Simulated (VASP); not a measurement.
# Y (P6_3/mmc) in VASP: a series of runs, part 2 of 2

VASP 6.6.1. The steps go on from the part before.

## 5. Single point, PBEsol

This run uses another cell than the first one, of 31.98 Å³/atom.

INCAR

```
SYSTEM = Y
PREC = Accurate
ENCUT = 520
EDIFF = 1E-6
ISMEAR = -1
SIGMA = 0.05
LREAL = .FALSE.
LASPH = .TRUE.
NELM = 60
ALGO = Fast
ISIF = 2
LWAVE = .FALSE.
LCHARG = .FALSE.
GGA = PS
NBANDS = 30
```

KPOINTS

```
regular mesh
0
G
  8 8 3
  0 0 0
```

POSCAR

```
Y
1.0
    3.5681856401      0.0000000000      0.0000000000
   -1.7840928201      3.0901394097      0.0000000000
    0.0000000000      0.0000000000     11.6023455607
Y
4
Direct
    0.6666666667      0.3333333333      0.7500000000
    0.0000000000      0.0000000000      0.5000000000
    0.3333333333      0.6666666667      0.2500000000
    0.0000000000      0.0000000000      0.0000000000
```

Potentials or basis: VASP PAW PBE potentials, release 64 (Y_sv).

Launch:

```sh
$ cat potpaw_PBE.64/Y_sv/POTCAR > POTCAR
$ mpirun -np 1 vasp_std > vasp.out
```

OUTCAR:

```text
SYSTEM = Y
   PREC = Accurate
   ENCUT = 520
   EDIFF = 1E-6
   ISMEAR = -1
   LREAL = .FALSE.
   LASPH = .TRUE.
   NELM = 60
   ISIF = 2
   GGA = PS

 ion  position               nearest neighbor table
   1  0.667  0.333  0.750-   2 3.56   4 3.56   2 3.56   4 3.56   2 3.56   4 3.56
   2  0.000  0.000  0.500-   1 3.56   3 3.56   3 3.56   1 3.56   1 3.56   3 3.56
   3  0.333  0.667  0.250-   2 3.56   4 3.56   2 3.56   4 3.56   2 3.56   4 3.56
   4  0.000  0.000  0.000-   1 3.56   3 3.56   3 3.56   1 3.56   1 3.56   3 3.56

  LATTYP: Found a hexagonal cell.
 ALAT       =     3.5681856401
 C/A-ratio  =     3.2516092858

  Lattice vectors:

 A1 = (   3.5681856401,   0.0000000000,   0.0000000000)
 A2 = (  -1.7840928201,   3.0901394097,   0.0000000000)
 A3 = (   0.0000000000,   0.0000000000,  11.6023455607)

Analysis of symmetry for initial positions (statically):
=====================================================================
 Subroutine PRICEL returns:
 Original cell was already a primitive cell.

 Routine SETGRP: Setting up the symmetry group for a
 hexagonal supercell.

 Subroutine GETGRP returns: Found 24 space group operations
 (whereof 12 operations were pure point group operations)
 out of a pool of 24 trial point group operations.

The static configuration has the point symmetry D_3d.
 The point group associated with its full space group is D_6h.

Analysis of symmetry for dynamics (positions and initial velocities):
=====================================================================
 Subroutine PRICEL returns:
 Original cell was already a primitive cell.

 Routine SETGRP: Setting up the symmetry group for a
 hexagonal supercell.

 Subroutine GETGRP returns: Found 24 space group operations
 (whereof 12 operations were pure point group operations)
 out of a pool of 24 trial point group operations.

The dynamic configuration has the point symmetry D_3d.
[... 116 lines left out ...]
   IALGO  =     68    algorithm
   IMIX   =      4    mixing-type and parameters
     AMIX     =   0.40;   BMIX     =  1.00
     AMIX_MAG =   1.60;   BMIX_MAG =  1.00
  volume/ion in A,a.u.               =      31.98       215.83
  Fermi-wavevector in a.u.,A,eV,Ry     =   1.147014  2.167542 17.900376  1.315641
  Thomas-Fermi vector in A             =   2.283696
   LORBIT       =      0    0 simple, 1 ext, 2 COOP (PROOUT), +10 PAW based schemes
   GGA     = PS    functional components
   LHFCALC =     F    Hartree Fock is set to
   AEXX    =    0.0000 exact exchange contribution
   IVDW    =     0    specifies the selected vdW correction
   LEPSILON=     F    determine dielectric tensor
   LRPA    =     F    only Hartree local field effects (RPA)
 non-spin polarized calculation
 RMM-DIIS sequential band-by-band and
  energy-cutoff  :      520.00
  volume of cell :      127.93
 maximum number of plane-waves:      3523
 NGX is ok and might be reduce to    28
   NGX = 13   NGY = 13   NGZ = 43

 number of electron      43.9999999 magnetization

 Free energy of the ion-electron system (eV)
  ---------------------------------------------------
  ext. energy  EPLUGINS =         0.00000000
  ---------------------------------------------------
  free energy    TOTEN  =       -27.27019418 eV

  energy without entropy =      -27.21556096  energy(sigma->0) =      -27.24287757

 E-fermi :   3.0468     XC(G=0):  -9.6365

 val. band max:        2.9873383209   @ k =   0.1250   0.1250   0.0000
 cond. band min:       3.0571462714   @ k =   0.2500   0.2500   0.3333
 fundamental gap:      0.0698079505
 Fermi energy:         3.0468378558

 k-point     1 :       0.0000    0.0000    0.0000
  band No.  band energies     occupation
      1     -39.4956      2.00000
      2     -39.4653      2.00000
      3     -39.4528      2.00000
      4     -39.4222      2.00000
      5     -19.8033      2.00000
      6     -19.5196      2.00000
[... 649 lines left out ...]
     29       5.3653      0.00000
     30       5.5348      0.00000

------------------------ aborting loop because EDIFF is reached ----------------------------------------

  FORCE on cell =-STRESS in cart. coord.  units (eV):
  Direction    XX          YY          ZZ          XY          YZ          ZX
  --------------------------------------------------------------------------------------
  -------------------------------------------------------------------------------------
  Total       -1.0956837     -1.0956837     -1.4977705      0.0000000      0.0000000     -0.0000000
  in kB      -13.7222232    -13.7222232    -18.7579144      0.0000000      0.0000000     -0.0000000
  external PRESSURE =     -15.4007869 kB  Pullay stress =       0.0000000 kB

 VOLUME and BASIS-vectors are now :
 -----------------------------------------------------------------------------
  energy-cutoff  :      520.00
  volume of cell :      127.93
      direct lattice vectors                 reciprocal lattice vectors
     3.568185640  0.000000000  0.000000000     0.280254477  0.161804998  0.000000000
    -1.784092820  3.090139410  0.000000000     0.000000000  0.323609995  0.000000000
     0.000000000  0.000000000 11.602345561     0.000000000  0.000000000  0.086189469

 POSITION                                       TOTAL-FORCE (eV/Angst)
 -----------------------------------------------------------------------------------
      1.78409      1.03005      8.70176        -0.000000     -0.000000     -0.000000
      0.00000      0.00000      5.80117         0.000000      0.000000      0.000000
     -0.00000      2.06009      2.90059         0.000000      0.000000     -0.000000
      0.00000      0.00000      0.00000         0.000000      0.000000      0.000000
 -----------------------------------------------------------------------------------
    total drift:                                0.000000     -0.000000      0.000000

  FREE ENERGIE OF THE ION-ELECTRON SYSTEM (eV)
  ---------------------------------------------------
  free  energy   TOTEN  =       -27.2701941784 eV

  energy  without entropy=      -27.2155609602  energy(sigma->0) =      -27.24287757
```

OSZICAR:

```text
N       E                     dE             d eps       ncg     rms          rms(c)
DAV:   1     0.220224999228E+03    0.22022E+03   -0.21919E+04  1200   0.141E+03
DAV:   2    -0.598300020852E+01   -0.22621E+03   -0.21903E+03  1362   0.331E+02
DAV:   3    -0.268920706486E+02   -0.20909E+02   -0.20310E+02  1992   0.550E+01
[... 11 lines left out ...]
RMM:  15    -0.272701873069E+02    0.16029E-04   -0.17533E-04  2028   0.577E-02    0.527E-02
RMM:  16    -0.272701886321E+02   -0.13252E-05   -0.91864E-05  2064   0.330E-02    0.310E-03
RMM:  17    -0.272701915673E+02   -0.29353E-05   -0.35456E-05  1792   0.169E-02    0.834E-03
RMM:  18    -0.272701932629E+02   -0.16956E-05   -0.16317E-05  1458   0.102E-02    0.715E-03
RMM:  19    -0.272701941784E+02   -0.91550E-06   -0.79307E-06  1239   0.706E-03
   1 F= -.27270194E+02 E0= -.27242878E+02  d E =-.546332E-01
```

stdout:

```text
POSCAR found type information on POSCAR Y
 POSCAR found :  1 types and       4 ions
 scaLAPACK will be used
 -----------------------------------------------------------------------------
|                                                                             |
|                                                                             |
|     You enforced a specific xc type in the INCAR file but a different       |
|     I HOPE YOU KNOW WHAT YOU ARE DOING!                                     |
|                                                                             |
 -----------------------------------------------------------------------------

 LDA part: xc-table for (Slater+PW92), standard interpolation
 POSCAR, INCAR and KPOINTS ok, starting setup
 FFT: planning ... GRIDC
 FFT: planning ... GRID_SOFT
 FFT: planning ... GRID
 WAVECAR not read
 entering main loop
WARNING in EDDRMM: call to ZHEGV failed, returncode =   8  4     16
WARNING in EDDRMM: call to ZHEGV failed, returncode =   8  4      7
```

Wall time 1.7 min (1 thread of AMD EPYC 7R13 (Zen 3), shared host); peak memory 0.25 GiB.

Results:

| Item | Value |
| --- | --- |
| Free energy | -27.2702 eV |
| Pressure | -1.5 GPa |
| Band gap on the k mesh | zero (bands 22 and 23 overlap by 1.06 eV) |

Stress tensor (GPa, compression positive):
```
-1.37  0.00  0.00
 0.00 -1.37  0.00
 0.00  0.00 -1.88
```

Caveat: the PAW data sets were made with another functional, which shifts forces and pressure a little.

## 6. Summary

| task | level | potentials or basis | cell | cutoff (eV) | gap on the mesh (eV) | pressure (GPa) | relaxed volume (Å³/atom) |
| --- | --- | --- | --- | --- | --- | --- | --- |
| relaxation of cell and atoms | LDA | VASP PAW LDA potentials, release 64 (Y_sv) | relaxed from a = 3.643, b = 3.643, c = 11.844 Å, angles 90.0, 90.0, 120.0°, 4 atoms | 600 | none | 0.0 | 29.38 |
| relaxation of cell and atoms | PBE | VASP PAW PBE potentials, release 64 (Y_sv) | relaxed from a = 3.643, b = 3.643, c = 11.844 Å, angles 90.0, 90.0, 120.0°, 4 atoms | 600 | none | 0.0 | 32.40 |
| single point | LDA | VASP PAW LDA potentials, release 64 (Y_sv) | a = 3.643, b = 3.643, c = 11.844 Å, angles 90.0, 90.0, 120.0°, 4 atoms | 520 | none | -5.3 | - |
| single point | PBEsol | VASP PAW PBE potentials, release 64 (Y_sv) | a = 3.568, b = 3.568, c = 11.602 Å, angles 90.0, 90.0, 120.0°, 4 atoms | 520 | none | -1.5 | - |

Alike in all rows: no spin polarisation; k mesh 8 × 8 × 3; smearing fermi-dirac 0.05 eV.

Caveats: the cell stands under tension (at least some runs); the PAW data sets were made with another functional, which shifts forces and pressure a little (at least some runs).

Total energies depend on the potentials used, so only differences within one code and one set of settings carry meaning.
